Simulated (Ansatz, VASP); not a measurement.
## One calculation of HgTe, two programs

The input INCAR:

```
ALGO     = Normal         # electronic algorithm
EDIFF    = 1E-7           # SCF threshold, eV
ENCUT    = 520            # plane-wave cutoff, eV
GGA      = PE             # functional
GGA_COMPAT= False        
ISIF     = 2              # what is computed and relaxed
ISMEAR   = 0              # smearing method
LASPH    = True           # aspherical terms in the spheres
LCHARG   = True           # write CHGCAR
LORBIT   = 11             # projections on sites
LORBMOM  = True         
LREAL    = False          # projectors in reciprocal space
LSORBIT  = True           # spin-orbit coupling
LVHAR    = True         
LWAVE    = False          # write WAVECAR
MAGMOM   = 0 0 0 0 0 0    # initial moments
NBANDS   = 30             # bands
NELM     = 150            # most SCF steps
PREC     = Accurate       # precision mode
SIGMA    = 0.05           # smearing width, eV
```

Contents of KPOINTS:

```
k-points
0
Gamma
  10 10 10
```

Contents of POSCAR:

```
HgTe
1.0
    0.0000000000      3.3145473740      3.3145473740
    3.3145473740      0.0000000000      3.3145473740
    3.3145473740      3.3145473740      0.0000000000
Hg Te
1 1
Direct
    0.0000000000      0.0000000000      0.0000000000
    0.2500000000      0.2500000000      0.2500000000
```

Input for Ansatz:

```yaml
crystal:
  lattice:
    - [0.0, 3.314547374, 3.314547374]
    - [3.314547374, 0.0, 3.314547374]
    - [3.314547374, 3.314547374, 0.0]
  atoms:
    - { symbol: Hg, position: [0.0, 0.0, 0.0] }
    - { symbol: Te, position: [0.25, 0.25, 0.25] }
basis:
  ecutwfc: 420
  ecutrho_ratio: 4
kpoints:
  mp_grid: { grid: [10, 10, 10] }
hamiltonian:
  xc: pbe
scf:
  occupations: { method: gaussian, width: 0.05 }
  n_extra_bands: 4
  lower_state_search: standard
output:
  forces: true
  stress: true
magnetization:
  noncollinear: true
  spin_orbit: true
```

Alike in both runs: task single point; functional PBE; k mesh 10 × 10 × 10; occupations gaussian, width 0.05 eV; non-collinear spin, spin-orbit coupling.

|  | VASP | Ansatz |
| --- | --- | --- |
| version | VASP 6.6.1 | Ansatz 0.2.0 |
| potentials or method | VASP PAW PBE potentials, release 64 (Hg, Te), cutoff 520 eV | plane waves, PAW |
| valence electrons in the cell | 18 | 36 |

Ansatz gave:

| Item | Value |
| --- | --- |
| pressure (GPa) | 0.0 |

**Question.** Which values does VASP return?

**Answer.** Pressure (GPa): 0.2.

VASP's potentials hold 18 valence electrons a cell and Ansatz's 36, so a difference there can come from the potentials and not from the codes.
